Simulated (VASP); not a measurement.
# P4C (Pm-3m) in VASP: notebook, part 2 of 2

VASP 6.6.1.

### Step 3. Relaxation of cell and atoms, PBE

This run uses another cell than the first one, of 17.35 Å³/atom.

File INCAR:

```
SYSTEM = P4C
ALGO     = Normal         ! electronic algorithm
EDIFF    = 1E-7           ! SCF threshold, eV
EDIFFG   = -0.01          ! ionic threshold
ENCUT    = 600            ! plane-wave cutoff, eV
GGA      = PE             ! functional
IBRION   = 2              ! ionic algorithm
ISIF     = 3              ! what is computed and relaxed
ISMEAR   = 0              ! smearing method
LASPH    = .TRUE.         ! aspherical terms in the spheres
LCHARG   = .FALSE.        ! write CHGCAR
LREAL    = .FALSE.        ! projectors in reciprocal space
LWAVE    = .FALSE.        ! write WAVECAR
NELM     = 80             ! most SCF steps
NSW      = 100            ! ionic steps
PREC     = Accurate       ! precision mode
SIGMA    = 0.1            ! smearing width, eV
```

File KPOINTS:

```
k-points
0
G
  8 8 8
  0 0 0
```

File POSCAR:

```
P4C
1.0
    4.4270762700      0.0000000000      0.0000000000
    0.0000000000      4.4270762700      0.0000000000
    0.0000000000      0.0000000000      4.4270762700
P C
4 1
Direct
    0.5000000000      0.5000000000      0.5000000000
    0.0000000000      0.5000000000      0.5000000000
    0.5000000000      0.0000000000      0.5000000000
    0.5000000000      0.5000000000      0.0000000000
    0.0000000000      0.0000000000      0.0000000000
```

Potentials or basis: VASP PAW PBE potentials, release 64 (P, C).

The run is started by

```sh
> cat potpaw_PBE.64/P/POTCAR potpaw_PBE.64/C/POTCAR > POTCAR
> mpirun -np 1 vasp_std > vasp.out
```

OUTCAR:

```text
SYSTEM = P4C
   EDIFF = 1E-7
   EDIFFG = -0.01
   ENCUT = 600
   GGA = PE
   IBRION = 2
   ISIF = 3
   ISMEAR = 0
   LASPH = .TRUE.
   LREAL = .FALSE.
   NELM = 80
   NSW = 100
   PREC = Accurate

 ion  position               nearest neighbor table
   1  0.500  0.500  0.500-   2 2.21   3 2.21   4 2.21   4 2.21   3 2.21   2 2.21
   2  0.000  0.500  0.500-   1 2.21   1 2.21
   3  0.500  0.000  0.500-   1 2.21   1 2.21
   4  0.500  0.500  0.000-   1 2.21   1 2.21
   5  0.000  0.000  0.000-

  LATTYP: Found a simple cubic cell.
 ALAT       =     4.4270762700

  Lattice vectors:

 A1 = (   4.4270762700,   0.0000000000,   0.0000000000)
 A2 = (   0.0000000000,   4.4270762700,   0.0000000000)
 A3 = (   0.0000000000,   0.0000000000,   4.4270762700)

Analysis of symmetry for initial positions (statically):
=====================================================================
 Subroutine PRICEL returns:
 Original cell was already a primitive cell.

 Routine SETGRP: Setting up the symmetry group for a
 simple cubic supercell.

 Subroutine GETGRP returns: Found 48 space group operations
 (whereof 48 operations were pure point group operations)
 out of a pool of 48 trial point group operations.

The static configuration has the point symmetry O_h .

Analysis of symmetry for dynamics (positions and initial velocities):
=====================================================================
 Subroutine PRICEL returns:
 Original cell was already a primitive cell.

 Routine SETGRP: Setting up the symmetry group for a
 simple cubic supercell.

 Subroutine GETGRP returns: Found 48 space group operations
 (whereof 48 operations were pure point group operations)
 out of a pool of 48 trial point group operations.

The dynamic configuration has the point symmetry O_h .

 Subroutine INISYM returns: Found 48 space group operations
 (whereof 48 operations are pure point group operations),
 and found     1 'primitive' translations
[... 130 lines left out ...]
   LEPSILON=     F    determine dielectric tensor
   LRPA    =     F    only Hartree local field effects (RPA)
 conjugate gradient relaxation of ions
 non-spin polarized calculation
 Gauss-broadening in eV      SIGMA  =   0.10
  energy-cutoff  :      600.00
  volume of cell :       86.77
 maximum number of plane-waves:      2945
 NGX is ok and might be reduce to    36
   NGX = 17   NGY = 17   NGZ = 17

--------------------------------------- Ionic step        1  -------------------------------------------

 number of electron      24.0000002 magnetization

 Free energy of the ion-electron system (eV)
  ---------------------------------------------------
  ext. energy  EPLUGINS =         0.00000000
  ---------------------------------------------------
  free energy    TOTEN  =       -20.48192887 eV

  energy without entropy =      -20.45741470  energy(sigma->0) =      -20.46967178

------------------------ aborting loop because EDIFF is reached ----------------------------------------

  FORCE on cell =-STRESS in cart. coord.  units (eV):
  Direction    XX          YY          ZZ          XY          YZ          ZX
  --------------------------------------------------------------------------------------
  -------------------------------------------------------------------------------------
  Total       -1.2482468     -1.2482468     -1.2482468     -0.0000000     -0.0000000     -0.0000000
  in kB      -23.0494225    -23.0494225    -23.0494225     -0.0000000     -0.0000000     -0.0000000
  external PRESSURE =     -23.0494225 kB  Pullay stress =       0.0000000 kB
[... 65 lines left out ...]
--------------------------------------- Ionic step        3  -------------------------------------------

 number of electron      24.0000003 magnetization

 Free energy of the ion-electron system (eV)
  ---------------------------------------------------
  ext. energy  EPLUGINS =         0.00000000
  ---------------------------------------------------
  free energy    TOTEN  =       -20.50324311 eV

  energy without entropy =      -20.47897408  energy(sigma->0) =      -20.49110859

 E-fermi :   5.9460     XC(G=0): -10.2596

 val. band max:        5.9363977606   @ k =   0.5000   0.1250   0.1250
 cond. band min:       5.9626212420   @ k =   0.2500   0.1250   0.0000
 fundamental gap:      0.0262234814
 Fermi energy:         5.9459862653

 k-point     1 :       0.0000    0.0000    0.0000
  band No.  band energies     occupation
      1     -10.2083      2.00000
      2      -3.0129      2.00000
      3      -3.0129      2.00000
      4      -2.9345      2.00000
      5      -1.8247      2.00000
      6      -1.8247      2.00000
[... 433 lines left out ...]
      3      -5.4015      2.00000
      4      -2.9180      2.00000
      5      -2.8883      2.00000
      6       0.3583      2.00000
[... 8 lines left out ...]
     15       6.7723      0.00000
     16       8.0202      0.00000

 [... further k-points ...]

------------------------ aborting loop because EDIFF is reached ----------------------------------------

  FORCE on cell =-STRESS in cart. coord.  units (eV):
  Direction    XX          YY          ZZ          XY          YZ          ZX
  --------------------------------------------------------------------------------------
  -------------------------------------------------------------------------------------
  Total        0.0020432      0.0020432      0.0020432     -0.0000000     -0.0000000      0.0000000
  in kB        0.0390229      0.0390229      0.0390229     -0.0000000     -0.0000000      0.0000000
  external PRESSURE =       0.0390229 kB  Pullay stress =       0.0000000 kB
[... 20 lines left out ...]
  FREE ENERGIE OF THE ION-ELECTRON SYSTEM (eV)
  ---------------------------------------------------
  free  energy   TOTEN  =       -20.5032431065 eV

  energy  without entropy=      -20.4789740811  energy(sigma->0) =      -20.49110859

 reached required accuracy - stopping structural energy minimisation
```

CONTCAR:

```text
P4C
   1.00000000000000
     4.3775929484705651   -0.0000000000000000   -0.0000000000000000
    -0.0000000000000000    4.3775929484705651   -0.0000000000000000
     0.0000000000000000   -0.0000000000000000    4.3775929484705651
  P               C
     4     1
Direct
     0.5000000000000000    0.5000000000000000    0.5000000000000000
     0.0000000000000000    0.5000000000000000    0.5000000000000000
     0.5000000000000000    0.0000000000000000    0.5000000000000000
     0.5000000000000000    0.5000000000000000    0.0000000000000000
     0.0000000000000000    0.0000000000000000    0.0000000000000000

  0.00000000E+00  0.00000000E+00  0.00000000E+00
  0.00000000E+00  0.00000000E+00  0.00000000E+00
  0.00000000E+00  0.00000000E+00  0.00000000E+00
  0.00000000E+00  0.00000000E+00  0.00000000E+00
  0.00000000E+00  0.00000000E+00  0.00000000E+00
```

Run time: 4.3 min. Hardware: 1 thread of AMD EPYC 7R13, shared host; peak memory 0.2 GiB.

Results:

* Free energy: -20.5032 eV
* Relaxed volume: 16.78 Å³/atom
* Relaxed cell: a = 4.378 Å, b = 4.378 Å, c = 4.378 Å, α = 90.00°, β = 90.00°, γ = 90.00°
* Space group after relaxing (to 0.1 Å): Pm-3m (No. 221)
* Energy gained by relaxing: 4.3 meV/atom
* Ionic steps: 3
* Pressure after relaxing: 0.0 GPa
* Band gap on the k mesh: zero (bands 12 and 13 overlap by 2.15 eV)

The path:
| step | energy change (eV) | largest force (eV/Å) | pressure (GPa) | volume (Å³) |
| --- | --- | --- | --- | --- |
| 1 | 0.0000 | 0.0000 | -2.30 | 86.77 |
| 2 | -0.0212 | 0.0000 | 0.20 | 83.67 |
| 3 | -0.0213 | 0.0000 | 0.00 | 83.89 |

Final structure:
```
P C
1.0
     4.37759    0.00000    0.00000
     0.00000    4.37759    0.00000
     0.00000    0.00000    4.37759
P C
4 1
Cartesian
  2.1888 2.1888 2.1888
  0.0000 2.1888 2.1888
  2.1888 0.0000 2.1888
  2.1888 2.1888 0.0000
  0.0000 0.0000 0.0000
```

Levels at points of the mesh, in eV from the Fermi level:
```
           k point  band 9  band 10  band 11  band 12  band 13  band 14  band 15  band 16
(0.00, 0.00, 0.00)   -1.22    -1.22    -1.22     0.29     0.29     0.29     2.64     2.64
(0.50, 0.00, 0.00)   -2.60    -0.95    -0.52    -0.40     0.43     0.43     1.13     1.13
(0.50, 0.50, 0.00)   -2.03    -1.74    -1.74    -0.73    -0.47     0.57     0.57     2.79
(0.50, 0.50, 0.50)   -0.63    -0.63     1.44     1.44     1.44     1.63     1.63     1.63
```

The gap in the log of VASP goes by the Fermi energy; the results here count the filled bands.